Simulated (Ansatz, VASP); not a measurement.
## HfBr in VASP and in Ansatz

```
Hf Br
1.0
     5.66305    0.00000    0.00000
     0.00000    5.66305    0.00000
     0.00000    0.00000    5.66305
Hf Br
4 4
Direct
  0.13400 0.13400 0.13400
  0.36600 0.86600 0.63400
  0.63400 0.36600 0.86600
  0.86600 0.63400 0.36600
  0.84450 0.84450 0.84450
  0.65550 0.15550 0.34450
  0.34450 0.65550 0.15550
  0.15550 0.34450 0.65550
```

Alike in both runs: task relaxation of cell and atoms; functional PBE; k mesh 4 × 4 × 4; occupations gaussian, width 0.1 eV; no spin polarisation.

|  | VASP | Ansatz |
| --- | --- | --- |
| version | VASP 6.6.1 | Ansatz 0.2.0 |
| potentials or method | VASP PAW PBE potentials, release 64 (Hf_pv, Br), cutoff 600 eV | scalar-relativistic, plane waves, PAW |
| valence electrons in the cell | 68 | 132 |

VASP gave:

| Property | Result |
| --- | --- |
| gap on the k mesh at the Fermi level, each at its own relaxed structure (eV) | none |
| relaxed volume (Å³/atom) | 21.30 |
| relaxed cell length with the largest relative difference (Å) | 5.544 |

Q: Estimate Ansatz's values.

A: gap on the k mesh at the Fermi level, each at its own relaxed structure (eV): none; relaxed volume (Å³/atom): 21.46; relaxed cell length with the largest relative difference (Å): 5.558.

A gap of «none» marks a metal or a gap that the smearing closes. VASP's potentials hold 68 valence electrons a cell and Ansatz's 132, so a difference there can come from the potentials and not from the codes.

Spin-orbit coupling is off throughout.
